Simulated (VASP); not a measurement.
A run of VASP 6.6.1:

POSCAR

```
MoSe
1.0
    0.0000000000      2.5740757086      2.5740757086
    2.5740757086      0.0000000000      2.5740757086
    2.5740757086      2.5740757086      0.0000000000
Mo Se
1 1
Direct
    0.0000000000      0.0000000000      0.0000000000
    0.5000000000      0.5000000000      0.5000000000
```

File INCAR.step1:

```
PREC = Accurate
ENCUT = 520
EDIFF = 1E-5
ISMEAR = -1
SIGMA = 0.05
LREAL = False
LASPH = True
NELM = 80
ALGO = Normal
ISIF = 2
LWAVE = True
LCHARG = False
NBANDS = 17
GGA = PE
```

Contents of INCAR.step2:

```
PREC = Accurate
ENCUT = 520
EDIFF = 1E-7
ISMEAR = -1
SIGMA = 0.05
LREAL = False
LASPH = True
NELM = 80
ALGO = Normal
ISIF = 2
LWAVE = False
LCHARG = False
GGA = PE
LHFCALC = True
HFSCREEN = 0.2079
PRECFOCK = Normal
NBANDS = 17
ISTART = 1
```

The input KPOINTS:

```
regular mesh
0
Gamma
  4 4 4
```

Potentials or basis: VASP PAW PBE potentials, release 64 (Mo_sv, Se).

Launch:

```sh
$ cat potpaw_PBE.64/Mo_sv/POTCAR potpaw_PBE.64/Se/POTCAR > POTCAR
$ cp INCAR.step1 INCAR
$ mpirun -np 1 vasp_std > vasp.out
$ cp INCAR.step2 INCAR
$ mpirun -np 1 vasp_std > vasp.out
```

Hardware: 1 thread of AMD EPYC 7R43 64-Core Processor (Zen 3), on a shared host.

Problem. How long does it take, and how much memory?

Solution. Wall time 21 min on 1 thread of AMD EPYC 7R43 64-Core Processor (Zen 3) (shared host), peak memory 0.24 GiB. Counts: k points 8.
